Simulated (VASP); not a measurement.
# InAs: single point with PBE

Crystal: InAs.

```
In As
1.0
     0.00000    3.04916    3.04916
     3.04916    0.00000    3.04916
     3.04916    3.04916    0.00000
In As
1 1
Direct
  0.00000 0.00000 0.00000
  0.25000 0.25000 0.25000
```

```json
{"Program": "VASP 6.6.1", "Task": "single point", "Functional": "PBE", "Potentials or basis": "VASP PAW PBE potentials, release 64 (In_d, As)", "Cutoff": "500 eV", "k mesh": "6 × 6 × 6", "Occupations": "gaussian, width 0.05 eV", "Spin": "no spin polarisation"}
```

| Property | Result |
| --- | --- |
| Pressure | 2.4 GPa |
| Band gap on the k mesh | zero (filled and empty bands touch) |

Levels at points of the mesh, in eV from the Fermi level:
| k point | band 5 | band 6 | band 7 | band 8 | band 9 | band 10 | band 11 | band 12 | band 13 | band 14 |
| --- | --- | --- | --- | --- | --- | --- | --- | --- | --- | --- |
| (0.00, 0.00, 0.00) | -14.25 | -11.72 | -0.34 | -0.02 | -0.02 | -0.02 | 3.88 | 3.88 | 3.88 | 7.40 |
| (0.50, 0.00, 0.00) | -14.24 | -10.32 | -5.65 | -0.97 | -0.97 | 0.88 | 4.64 | 4.64 | 6.80 | 8.89 |
| (0.50, 0.50, 0.00) | -14.23 | -9.81 | -5.75 | -2.26 | -2.26 | 1.57 | 2.04 | 9.01 | 9.08 | 9.08 |

Run time: 13 s on 1 thread of Intel(R) Xeon(R) Platinum 8488C (Sapphire Rapids) (shared host), peak memory 0.18 GiB.

Caveat: semilocal functionals underestimate gaps, so a narrow gap can read as zero; spin-orbit coupling is left out, which moves the levels of the heavy elements.
